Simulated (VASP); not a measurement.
A run of VASP 6.6.1:

The input INCAR:

```
SYSTEM = BaRe
PREC = Accurate ; ENCUT = 520
EDIFF = 1E-7 ; ISMEAR = 0
SIGMA = 0.05 ; LREAL = .False.
LASPH = .True. ; NELM = 80
ALGO = Normal ; ISIF = 2
LWAVE = .False. ; LCHARG = .False.
GGA = PE ; NBANDS = 16
```

The input KPOINTS:

```
regular mesh
0
Gamma
  8 8 8
  0 0 0
```

The input POSCAR:

```
BaRe
1.0
    3.6730221852      0.0000000000      0.0000000000
    0.0000000000      3.6730221852      0.0000000000
    0.0000000000      0.0000000000      3.6730221852
Ba Re
1 1
Direct
    0.0000000000      0.0000000000      0.0000000000
    0.5000000000      0.5000000000      0.5000000000
```

Potentials or basis: VASP PAW PBE potentials, release 64 (Ba_sv, Re).

The run is started by

```console
$ cat potpaw_PBE.64/Ba_sv/POTCAR potpaw_PBE.64/Re/POTCAR > POTCAR
$ mpirun -np 1 vasp_std > vasp.out
```

Hardware: 1 thread of Intel(R) Xeon(R) Platinum 8488C (Sapphire Rapids), with other jobs on the host.

Question: How long does it take, and how much memory?

Answer: Run time: 16 s on 1 thread of Intel(R) Xeon(R) Platinum 8488C (Sapphire Rapids) (shared host), peak memory 0.17 GiB. Counts: scf iterations 13, k points 35.
